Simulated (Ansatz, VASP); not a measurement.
# One calculation of MgO, two programs

INCAR

```
PREC     = Accurate       # precision mode
ENCUT    = 520            # plane-wave cutoff, eV
EDIFF    = 1E-7           # SCF threshold, eV
ISMEAR   = 0              # smearing method
SIGMA    = 0.05           # smearing width, eV
LREAL    = False          # projectors in reciprocal space
LASPH    = True           # aspherical terms in the spheres
NELM     = 80             # most SCF steps
ALGO     = Normal         # electronic algorithm
ISIF     = 2              # what is computed and relaxed
LWAVE    = False          # write WAVECAR
LCHARG   = True           # write CHGCAR
GGA      = PE             # functional
LELF     = True           # ELF
LVHAR    = True         
NBANDS   = 16             # bands
```

File KPOINTS:

```
Automatic mesh
0
Gamma
  9 9 6
```

File POSCAR:

```
MgO
1.0
    3.3805000000      0.0000000000      0.0000000000
   -1.6902500000      2.9275988775      0.0000000000
    0.0000000000      0.0000000000      4.1970000000
Mg O
2 2
Direct
    0.6666666667      0.3333333333      0.7500000000
    0.3333333333      0.6666666667      0.2500000000
    0.6666666667      0.3333333333      0.2500000000
    0.3333333333      0.6666666667      0.7500000000
```

Input for Ansatz:

```yaml
crystal:
  lattice:
    - [3.3805, 0.0, 0.0]
    - [-1.69025, 2.9275988775, 0.0]
    - [0.0, 0.0, 4.197]
  atoms:
    - { symbol: Mg, position: [0.6666666667, 0.3333333333, 0.75] }
    - { symbol: Mg, position: [0.3333333333, 0.6666666667, 0.25] }
    - { symbol: O, position: [0.6666666667, 0.3333333333, 0.25] }
    - { symbol: O, position: [0.3333333333, 0.6666666667, 0.75] }
basis:
  ecutwfc: 520.0
kpoints:
  mp_grid: { grid: [9, 9, 6] }
hamiltonian:
  xc: pbe
  pseudopotentials: { kind: paw, azcp: { folder: soft_1 } }
scf:
  occupations: { method: gaussian, width: 0.05 }
output:
  forces: true
  stress: true
  eigenvalues: true
```

Alike in both runs: task single point; functional PBE; k mesh 9 × 9 × 6; occupations gaussian, width 0.05 eV; no spin polarisation.

|  | VASP | Ansatz |
| --- | --- | --- |
| version | VASP 6.6.1 | Ansatz 0.2.0 |
| potentials or method | VASP PAW PBE potentials, release 64 (Mg, O), cutoff 520 eV | scalar-relativistic, plane waves, PAW |
| valence electrons in the cell | 16 | 32 |

|  | VASP | Ansatz | Ansatz less VASP |
| --- | --- | --- | --- |
| gap on the k mesh at the Fermi level (eV) | 3.71 | 3.73 | +0.020 |
| least direct gap on the mesh (eV) | 3.71 | 3.73 | +0.020 |
| pressure (GPa) | 13.3 | 13.8 | +0.50 |
| traceless stress, the component that is largest in VASP (GPa) | -4.60 | -4.39 | +0.202 |

VASP's potentials hold 16 valence electrons a cell and Ansatz's 32, so a difference there can come from the potentials and not from the codes.
